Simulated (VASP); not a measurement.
A run of VASP 6.6.1 is set up as follows.

POSCAR

```
GaN
1.0
    0.0000000000      2.2535006075      2.2535006075
    2.2535006075      0.0000000000      2.2535006075
    2.2535006075      2.2535006075      0.0000000000
Ga N
1 1
Direct
    0.0000000000      0.0000000000      0.0000000000
    0.7813781491      0.7186218509      0.7500000000
```

INCAR.step1

```
SYSTEM = GaN
PREC = Accurate
ENCUT = 520
ISMEAR = 0
SIGMA = 0.05
LREAL = .FALSE.
LASPH = .TRUE.
NELM = 80
NBANDS = 16
GGA = PE
ALGO = Normal
EDIFF = 1E-4
LWAVE = .TRUE.
LCHARG = .FALSE.
```

File INCAR.step2:

```
SYSTEM = GaN
PREC = Accurate
ENCUT = 520
EDIFF = 1E-6
ISMEAR = 0
SIGMA = 0.05
LREAL = .FALSE.
LASPH = .TRUE.
NELM = 80
ALGO = Normal
ISIF = 2
LWAVE = .FALSE.
LCHARG = .FALSE.
METAGGA = R2SCAN
LMIXTAU = .TRUE.
NBANDS = 16
ISTART = 1
```

The input KPOINTS:

```
regular mesh
0
G
  10 10 10
  0 0 0
```

Potentials or basis: VASP PAW PBE potentials, release 64 (Ga_d, N).

Command:

```console
$ cat potpaw_PBE.64/Ga_d/POTCAR potpaw_PBE.64/N/POTCAR > POTCAR
$ cp INCAR.step1 INCAR
$ mpirun -np 1 vasp_std > vasp.out
$ cp INCAR.step2 INCAR
$ mpirun -np 1 vasp_std > vasp.out
```

Question: What does it give for the pressure?

Answer: 0.9 GPa.

Question: What does it give for the band gap on the k mesh?

Answer: 1.95 eV, direct.

Question: Estimate the largest force.

Answer: 1.335 eV/Å.

Stress tensor (GPa, compression positive):
```
 0.69 -1.34  4.34
-1.34  0.69 -4.34
 4.34 -4.34  1.41
```

Caveat: the cell differs from its parent crystal (all N atoms moved -0.100 Å, as atom 2 along Cartesian [1 -1 0]); the PAW data sets were made with another functional, which shifts forces and pressure a little.
